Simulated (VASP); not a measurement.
Input of a VASP 6.6.1 run:

Contents of POSCAR:

```
NaH
1.0
    0.0000000000      2.3975116394      2.3975116394
    2.3975116394      0.0000000000      2.3975116394
    2.3975116394      2.3975116394      0.0000000000
Na H
1 1
Direct
    0.0000000000      0.0000000000      0.0000000000
    0.5000000000      0.5000000000      0.5000000000
```

File INCAR.step1:

```
SYSTEM = NaH
PREC = Accurate ; ENCUT = 520
EDIFF = 1E-5 ; ISMEAR = 0
SIGMA = 0.01 ; LREAL = .FALSE.
LASPH = .TRUE. ; NELM = 80
ALGO = Normal ; ISIF = 2
LWAVE = .TRUE. ; LCHARG = .FALSE.
NBANDS = 11 ; GGA = PE
```

File INCAR.step2:

```
SYSTEM = NaH
PREC = Accurate ; ENCUT = 520
EDIFF = 1E-7 ; ISMEAR = 0
SIGMA = 0.01 ; LREAL = .FALSE.
LASPH = .TRUE. ; NELM = 80
ALGO = Normal ; ISIF = 2
LWAVE = .FALSE. ; LCHARG = .FALSE.
GGA = PE ; LHFCALC = .TRUE.
HFSCREEN = 0.2079 ; PRECFOCK = Normal
NBANDS = 11 ; ISTART = 1
```

Contents of KPOINTS:

```
regular mesh
0
G
  4 4 4
  0 0 0
```

Potentials or basis: VASP PAW PBE potentials, release 64 (Na_pv, H).

Launch:

```console
$ cat potpaw_PBE.64/Na_pv/POTCAR potpaw_PBE.64/H/POTCAR > POTCAR
$ cp INCAR.step1 INCAR
$ mpirun -np 1 vasp_std > vasp.out
$ cp INCAR.step2 INCAR
$ mpirun -np 1 vasp_std > vasp.out
```

(1) Estimate the pressure.

(2) What does it give for the band gap on the k mesh?

## Answers

(1) 0.2 GPa.

(2) 4.85 eV, indirect (least direct gap 5.81 eV).

Caveat: the k points lie up to 0.57 Å⁻¹ apart; the PAW data sets were made with another functional, which shifts forces and pressure a little.
